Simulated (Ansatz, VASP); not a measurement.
# Two plane-wave programs on Mo2Br

File POSCAR:

```
Mo2Br
1.0
    0.0000000000      3.9066056698      3.9066056698
    3.9066056698      0.0000000000      3.9066056698
    3.9066056698      3.9066056698      0.0000000000
Mo Br
4 2
Direct
    0.6250000000      0.6250000000      0.6250000000
    0.1250000000      0.6250000000      0.6250000000
    0.6250000000      0.6250000000      0.1250000000
    0.6250000000      0.1250000000      0.6250000000
    0.0000000000      0.0000000000      0.0000000000
    0.2500000000      0.2500000000      0.2500000000
```

INCAR.step1

```
ALGO = Normal
EDIFF = 1E-4
ENCUT = 520
GGA = PE
ISMEAR = 0
ISPIN = 2
LASPH = True
LCHARG = False
LMAXMIX = 4
LREAL = False
LWAVE = True
MAGMOM = 1 1 1 1 0 0
NBANDS = 48
NELM = 150
PREC = Accurate
SIGMA = 0.1
```

INCAR.step2

```
ALGO = Normal
EDIFF = 1E-7
ENCUT = 520
ISIF = 2
ISMEAR = 0
ISPIN = 2
ISTART = 1
LASPH = True
LCHARG = False
LMAXMIX = 4
LMIXTAU = True
LORBIT = 11
LREAL = False
LWAVE = False
MAGMOM = 1 1 1 1 0 0
METAGGA = R2SCAN
NBANDS = 48
NELM = 150
PREC = Accurate
SIGMA = 0.1
```

The input KPOINTS:

```
k-points
0
Gamma
  4 4 4
```

Input for Ansatz:

```yaml
crystal:
  lattice:
    - [0.0, 3.9066056698, 3.9066056698]
    - [3.9066056698, 0.0, 3.9066056698]
    - [3.9066056698, 3.9066056698, 0.0]
  atoms:
    - { symbol: Mo, position: [0.625, 0.625, 0.625], spin: 1.0 }
    - { symbol: Mo, position: [0.125, 0.625, 0.625], spin: 1.0 }
    - { symbol: Mo, position: [0.625, 0.625, 0.125], spin: 1.0 }
    - { symbol: Mo, position: [0.625, 0.125, 0.625], spin: 1.0 }
    - { symbol: Br, position: [0.0, 0.0, 0.0] }
    - { symbol: Br, position: [0.25, 0.25, 0.25] }
basis:
  ecutwfc: 500
kpoints:
  mp_grid: { grid: [4, 4, 4] }
hamiltonian:
  xc: r2scan
scf:
  occupations: { method: gaussian, width: 0.1 }
  lower_state_search: "off"
output:
  forces: true
  stress: true
  eigenvalues: true
  populations: true
magnetization:
  spin_polarized: true
```

Alike in both runs: task single point; functional r2SCAN; k mesh 4 × 4 × 4; occupations gaussian, width 0.1 eV; collinear spin.

|  | VASP | Ansatz |
| --- | --- | --- |
| version | VASP 6.6.1 | Ansatz 0.2.0 |
| potentials or method | VASP PAW PBE potentials, release 64 (Mo_sv, Br), cutoff 520 eV | scalar-relativistic, plane waves, PAW |
| valence electrons in the cell | 70 | 70 |

|  | VASP | Ansatz | Ansatz less VASP |
| --- | --- | --- | --- |
| gap on the k mesh at the Fermi level (eV) | none | none | - |
| pressure (GPa) | -8.4 | -8.7 | -0.36 |
| net moment per atom (μB) | 0.00 | 0.00 | 0.000 |

VASP's potentials were made for PBE, not for r2SCAN. A gap of «none» marks a metal or a gap that the smearing closes. With one functional, cell and mesh, what is left measures potentials, basis and numerics. Ansatz's warnings: seeded moment not kept, stability check not made.
